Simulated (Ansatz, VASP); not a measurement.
One calculation of AgCl, two programs

Contents of INCAR:

```
SYSTEM = AgCl
  ALGO = Normal
  EDIFF = 1E-6
  ENCUT = 520
  GGA = PS
  ISIF = 2
  ISMEAR = 0
  LASPH = .True.
  LCHARG = .False.
  LREAL = .False.
  LWAVE = .False.
  NBANDS = 16
  NELM = 80
  PREC = Accurate
  SIGMA = 0.05
```

Contents of KPOINTS:

```
k-points
0
Gamma
  10 10 10
  0 0 0
```

POSCAR

```
AgCl
1.0
    3.3311591989      0.0000000000     -0.2748206339
    0.0000000000      3.3311591989     -0.0916068780
   -0.2748206339     -0.0916068780      3.3311591989
Ag Cl
1 1
Direct
    0.0000000000      0.0000000000      0.0000000000
    0.5000000000      0.5000000000      0.5000000000
```

Input for Ansatz:

```yaml
crystal:
  lattice:
    - [3.3311591989, 0.0, -0.2748206339]
    - [0.0, 3.3311591989, -0.091606878]
    - [-0.2748206339, -0.091606878, 3.3311591989]
  atoms:
    - { symbol: Ag, position: [0.0, 0.0, 0.0] }
    - { symbol: Cl, position: [0.5, 0.5, 0.5] }
basis:
  ecutwfc: 420
kpoints:
  mp_grid: { grid: [10, 10, 10] }
hamiltonian:
  xc: pbesol
scf:
  occupations: { method: gaussian, width: 0.05 }
output:
  forces: true
  stress: true
  eigenvalues: true
```

Change from the starting cell: engineering shear strain xz -0.1650, engineering shear strain yz -0.0550.

Alike in both runs: task single point; functional PBEsol; k mesh 10 × 10 × 10; occupations gaussian, width 0.05 eV; no spin polarisation.

```csv
,VASP,Ansatz
version,VASP 6.6.1,Ansatz 0.2.0
potentials or method,"VASP PAW PBE potentials, release 64 (Ag, Cl), cutoff 520 eV","scalar-relativistic, plane waves, PAW"
valence electrons in the cell,18,26
```

VASP gave:

- gap on the k mesh at the Fermi level (eV): 0.04
- least direct gap on the mesh (eV): 2.12
- pressure (GPa): 1.4
- traceless stress, the component that is largest in VASP (GPa): -1.10

Task: What did Ansatz give for the same quantities?

Result: gap on the k mesh at the Fermi level (eV): 0.04; least direct gap on the mesh (eV): 2.11; pressure (GPa): 1.5; traceless stress, the component that is largest in VASP (GPa): -1.08.

VASP's potentials were made for PBE, not for PBEsol. VASP's potentials hold 18 valence electrons a cell and Ansatz's 26, so a difference there can come from the potentials and not from the codes.
